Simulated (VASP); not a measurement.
Write the native input for VASP 6.6.1 that does the following.

* Task: single point
* Functional: r2SCAN
* Potentials or basis: VASP PAW PBE potentials, release 64 (Pb_d)
* Cutoff: 520 eV
* k mesh: 9 × 9 × 5
* Occupations: fermi-dirac, width 0.05 eV
* Spin: no spin polarisation
* Dipole correction: no
* Further INCAR settings: ALGO = Normal; EDIFF = 1e-06; NBANDS = 21

Pb:

```
Pb
1.0
     2.99754   -1.72666    0.00000
     2.99754    1.72666    0.00000
    -2.08687    0.00000    6.01285
Pb
2
Cartesian
  3.9309 0.0000 4.3671
  -0.0227 0.0000 1.6458
```

One way to write it, as run:

POSCAR

```
Pb
1.0
    2.9975395250     -1.7266640877      0.0000000000
    2.9975395250      1.7266640877      0.0000000000
   -2.0868717998      0.0000000000      6.0128468655
Pb
2
Direct
    0.9085084100      0.9085084100      0.7262922000
    0.0914915900      0.0914915900      0.2737078000
```

INCAR.step1

```
SYSTEM = Pb
PREC = Accurate
ENCUT = 520
ISMEAR = -1
SIGMA = 0.05
LREAL = .False.
LASPH = .True.
NELM = 60
NBANDS = 21
GGA = PE
ALGO = Normal
EDIFF = 1E-4
LWAVE = .True.
LCHARG = .False.
```

INCAR.step2

```
SYSTEM = Pb
PREC = Accurate
ENCUT = 520
EDIFF = 1E-6
ISMEAR = -1
SIGMA = 0.05
LREAL = .False.
LASPH = .True.
NELM = 60
ALGO = Normal
ISIF = 2
LWAVE = .False.
LCHARG = .False.
METAGGA = R2SCAN
LMIXTAU = .True.
NBANDS = 21
ISTART = 1
```

KPOINTS

```
Automatic mesh
0
Gamma
  9 9 5
  0 0 0
```

Potentials or basis: VASP PAW PBE potentials, release 64 (Pb_d).

The run is started by

```bash
$ cat potpaw_PBE.64/Pb_d/POTCAR > POTCAR
$ cp INCAR.step1 INCAR
$ mpirun -np 1 vasp_std > vasp.out
$ cp INCAR.step2 INCAR
$ mpirun -np 1 vasp_std > vasp.out
```

It gave:

```yaml
Pressure: 1.5 GPa
Largest_force: 0.073 eV/Å
Band_gap_on_the_k_mesh: zero (band 14 reaches 13.67 eV, above the bottom of band 15 at 5.38 eV)
```

Caveat: the PAW data sets were made with another functional, which shifts forces and pressure a little; spin-orbit coupling is left out, which moves the levels of the heavy elements.

Wall time 4.2 min on 1 thread of Intel(R) Xeon(R) 6975P-C (Granite Rapids) (shared host), peak memory 0.27 GiB.
